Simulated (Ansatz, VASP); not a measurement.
**One calculation of KBr, two programs**

File INCAR:

```
SYSTEM = KBr
  PREC = Accurate
  ENCUT = 520
  EDIFF = 1E-6
  ISMEAR = 0
  SIGMA = 0.05
  LREAL = .False.
  LASPH = .True.
  NELM = 100
  ALGO = Normal
  ISIF = 2
  LWAVE = .False.
  LCHARG = .False.
  GGA = PE
  NBANDS = 15
```

The input KPOINTS:

```
regular mesh
0
Gamma
  6 6 6
  0 0 0
```

Contents of POSCAR:

```
KBr
1.0
    0.0000000000      3.5559000000      3.4242000000
    3.5559000000      0.0000000000      3.4242000000
    3.5559000000      3.5559000000      0.0000000000
K Br
1 1
Direct
    0.0000000000      0.0000000000      0.0000000000
    0.5000000000      0.5000000000      0.5000000000
```

Input for Ansatz:

```yaml
crystal:
  lattice:
    - [0.0, 3.5559, 3.4242]
    - [3.5559, 0.0, 3.4242]
    - [3.5559, 3.5559, 0.0]
  atoms:
    - { symbol: K, position: [0.0, 0.0, 0.0] }
    - { symbol: Br, position: [0.5, 0.5, 0.5] }
basis:
  ecutwfc: 420
kpoints:
  mp_grid: { grid: [6, 6, 6] }
hamiltonian:
  xc: pbe
scf:
  occupations: { method: gaussian, width: 0.05 }
output:
  forces: true
  stress: true
  eigenvalues: true
```

Change from the starting cell: strain +0.080 along x and y, +0.040 along z, atoms carried along.

Alike in both runs: task single point; functional PBE; k mesh 6 × 6 × 6; occupations gaussian, width 0.05 eV; no spin polarisation.

```csv
,VASP,Ansatz
version,VASP 6.6.1,Ansatz 0.2.0
potentials or method,"VASP PAW PBE potentials, release 64 (K_sv, Br), cutoff 520 eV","scalar-relativistic, plane waves, PAW"
valence electrons in the cell,16,16
```

```tsv
	VASP	Ansatz	Ansatz less VASP
gap on the k mesh at the Fermi level (eV)	3.98	3.98	+0.001
least direct gap on the mesh (eV)	3.98	3.98	+0.001
pressure (GPa)	-1.3	-1.3	-0.01
traceless stress, the component that is largest in VASP (GPa)	0.28	0.28	-0.006
```
